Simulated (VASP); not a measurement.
Y4SiGe2: single point with r2SCAN

Crystal: Y4SiGe2.

```
Ge Si Y
1.0
     5.58067   -0.00582   -0.01422
    -2.79537    4.83855   -0.00651
    -2.81148    1.59325    7.72559
Ge Si Y
2 1 4
Direct
  0.41997 0.59384 0.24295
  0.26664 0.73287 0.79612
  0.14229 0.87498 0.37901
  0.84827 0.17837 0.51888
  0.70923 0.28149 0.10311
  0.00425 0.98910 0.99682
  0.51755 0.45587 0.62130
```

```json
{"Program": "VASP 6.6.1", "Task": "single point", "Functional": "r2SCAN", "Potentials or basis": "VASP PAW PBE potentials, release 64 (Ge_d, Si, Y_sv)", "Cutoff": "520 eV", "k mesh": "4 × 4 × 3", "Occupations": "fermi-dirac, width 0.0141 eV", "Spin": "no spin polarisation"}
```

* Pressure: -8.2 GPa
* Largest force: 0.766 eV/Å
* Band gap on the k mesh: zero (bands 38 and 39 overlap by 0.48 eV)

Forces on the atoms (eV/Å):
```
Ge  -0.038  0.019 -0.762
Ge  -0.060 -0.012 -0.153
Si   0.142  0.053  0.751
Y   -0.301 -0.137 -0.257
Y    0.009  0.014  0.307
Y    0.042 -0.098 -0.442
Y    0.207  0.161  0.556
```

Stress tensor (GPa, compression positive):
```
-7.44  0.53 -0.27
 0.53 -8.47  0.29
-0.27  0.29 -8.77
```

Levels at points of the mesh, in eV from the Fermi level:
```tsv
k point	band 35	band 36	band 37	band 38	band 39	band 40	band 41	band 42
(0.00, 0.00, 0.00)	-1.31	-0.76	-0.50	-0.40	-0.07	0.01	0.05	0.54
(0.50, 0.00, 0.00)	-1.83	-1.00	-0.25	-0.11	-0.04	0.48	0.60	0.65
(0.00, 0.50, 0.00)	-1.80	-1.00	-0.07	-0.04	0.01	0.52	0.71	0.75
(0.50, 0.50, 0.00)	-1.45	-0.67	-0.16	-0.04	0.24	0.27	0.53	0.81
```

Run time: 15 min on 1 thread of Intel(R) Xeon(R) Platinum 8488C (Sapphire Rapids), with other jobs on the host, peak memory 0.51 GiB.

Caveat: the cell stands under tension; the PAW data sets were made with another functional, which shifts forces and pressure a little.
